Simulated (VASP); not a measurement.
Al3GaAs4: single point with PBEsol

Crystal: Al3GaAs4.

```
CELL_PARAMETERS angstrom
11.33946 0.00000 0.00000
0.00000 5.66973 0.00000
0.00000 0.00000 5.66973
ATOMIC_POSITIONS crystal
Al 0.00229 0.00188 0.00042
Al 0.49850 0.99475 0.99966
Al 0.75137 0.49954 0.00673
Al 0.75365 0.99716 0.49817
Al 0.00034 0.49751 0.50024
Al 0.49782 0.50027 0.49753
As 0.12370 0.25049 0.25454
As 0.62388 0.24935 0.25215
As 0.37378 0.75533 0.25181
As 0.87458 0.75313 0.25421
As 0.37554 0.25183 0.75211
As 0.87232 0.25198 0.74859
As 0.12706 0.75176 0.74689
As 0.62765 0.75013 0.74544
Ga 0.25134 0.50130 0.99667
Ga 0.24950 0.99667 0.49576
```

| Property | Result |
| --- | --- |
| Program | VASP 6.6.1 |
| Task | single point |
| Functional | PBEsol |
| Potentials or basis | VASP PAW PBE potentials, release 64 (Al, As, Ga_d) |
| Cutoff | 520 eV |
| k mesh | 2 × 2 × 2, shifted |
| Occupations | fermi-dirac, width 0.05 eV |
| Spin | no spin polarisation |

- Largest force: 0.560 eV/Å

Forces on the atoms (eV/Å):
```
Al  -0.229 -0.134 -0.136
Al   0.311  0.035 -0.122
Al  -0.062  0.019 -0.075
Al  -0.282  0.207  0.058
Al  -0.141  0.150  0.098
Al   0.157  0.032  0.028
As   0.526  0.121 -0.150
As  -0.049 -0.069 -0.028
As  -0.264 -0.217 -0.035
As   0.370 -0.122 -0.291
As  -0.368 -0.127 -0.086
As   0.195  0.009  0.164
As   0.042  0.000  0.152
As  -0.194 -0.059  0.141
Ga  -0.095 -0.095  0.167
Ga   0.083  0.250  0.114
```

Levels at points of the mesh, in eV from the Fermi level:
| k point | band 36 | band 37 | band 38 | band 39 | band 40 | band 41 | band 42 | band 43 |
| --- | --- | --- | --- | --- | --- | --- | --- | --- |
| (0.25, 0.25, 0.25) | -0.73 | -0.69 | -0.57 | 0.00 | 0.03 | 0.11 | 0.55 | 3.16 |

Wall time 3 min on 1 thread of AMD EPYC 7R43 64-Core Processor (Zen 3), with other jobs on the host, peak memory 0.34 GiB.

Caveat: the k points lie up to 0.55 Å⁻¹ apart; the cell carries a net charge on a neutralising background, which shifts energy and pressure; the cell is charged against a uniform background, so pressure and absolute levels hang on convention; the PAW data sets were made with another functional, which shifts forces and pressure a little.
